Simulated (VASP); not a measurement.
Write the native input for VASP 6.6.1 that does the following.

```
Task                   : relaxation of cell and atoms
Functional             : PBEsol
Potentials or basis    : VASP PAW PBE potentials, release 64 (Ga_d, Ni)
Cutoff                 : 600 eV
k mesh                 : 14 × 14 × 14
Occupations            : gaussian, width 0.1 eV
Spin                   : no spin polarisation
Dipole correction      : no
Further INCAR settings : ALGO = Fast; EDIFF = 1e-06; IBRION = 2; EDIFFG = -0.005; NSW = 100; ISIF = 3
```

The structure of GaNi lies in POSCAR:

```
GaNi
1.0
    2.8860000000      0.0000000000      0.0000000000
    0.0000000000      2.8860000000      0.0000000000
    0.0000000000      0.0000000000      2.8860000000
Ga Ni
1 1
Direct
    0.0000000000      0.0000000000      0.0000000000
    0.5000000000      0.5000000000      0.5000000000
```

These files were run (other wordings do the same):

INCAR

```
  ALGO = Fast
  EDIFF = 1E-6
  EDIFFG = -0.005
  ENCUT = 600
  GGA = PS
  IBRION = 2
  ISIF = 3
  ISMEAR = 0
  LASPH = True
  LCHARG = False
  LREAL = False
  LWAVE = False
  NELM = 80
  NSW = 100
  PREC = Accurate
  SIGMA = 0.1
```

KPOINTS

```
k-points
0
Gamma
  14 14 14
```

Potentials or basis: VASP PAW PBE potentials, release 64 (Ga_d, Ni).

Command:

```sh
$ cat potpaw_PBE.64/Ga_d/POTCAR potpaw_PBE.64/Ni/POTCAR > POTCAR
$ mpirun -np 1 vasp_std > vasp.out
```

It gave:

| Property | Result |
| --- | --- |
| Relaxed volume | 11.87 Å³/atom |
| Relaxed cell | a = 2.874 Å, b = 2.874 Å, c = 2.874 Å, α = 90.00°, β = 90.00°, γ = 90.00° |
| Space group after relaxing (to 0.05 Å) | Pm-3m (No. 221) |
| Energy gained by relaxing | 1.0 meV/atom |
| Ionic steps | 3 |
| Pressure after relaxing | 0.1 GPa |

Caveat: the PAW data sets were made with another functional, which shifts forces and pressure a little.

Run time: 50 s on 1 thread of Intel(R) Xeon(R) 6975P-C (Granite Rapids), on a shared host, peak memory 0.19 GiB.
